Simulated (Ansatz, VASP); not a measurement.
# TePb: VASP beside Ansatz

```
Pb Te
1.0
     0.00000    3.28475    3.28475
     3.28475    0.00000    3.28475
     3.28475    3.28475    0.00000
Pb Te
1 1
Direct
  0.50000 0.50000 0.50000
  0.00000 0.00000 0.00000
```

Alike in both runs: functional PBE; k mesh 8 × 8 × 8; occupations gaussian, width 0.02 eV; no spin polarisation.

Ansatz relaxed the structure, and its values are those at the end. VASP's run is a single point on that final structure, the one shown.

```csv
,VASP,Ansatz
version,VASP 6.6.1,Ansatz 0.2.0
potentials or method,"VASP PAW PBE potentials, release 64 (Pb_d, Te), cutoff 520 eV","scalar-relativistic, plane waves, PAW"
valence electrons in the cell,20,30
```

```csv
,VASP,Ansatz,Ansatz less VASP
gap on the k mesh at the Fermi level (eV),0.83,0.83,-0.004
least direct gap on the mesh (eV),0.83,0.83,-0.004
pressure (GPa),-0.1,0.0,+0.06
```

VASP's potentials hold 20 valence electrons a cell and Ansatz's 30, so a difference there can come from the potentials and not from the codes.

Neither program's run includes spin-orbit coupling.
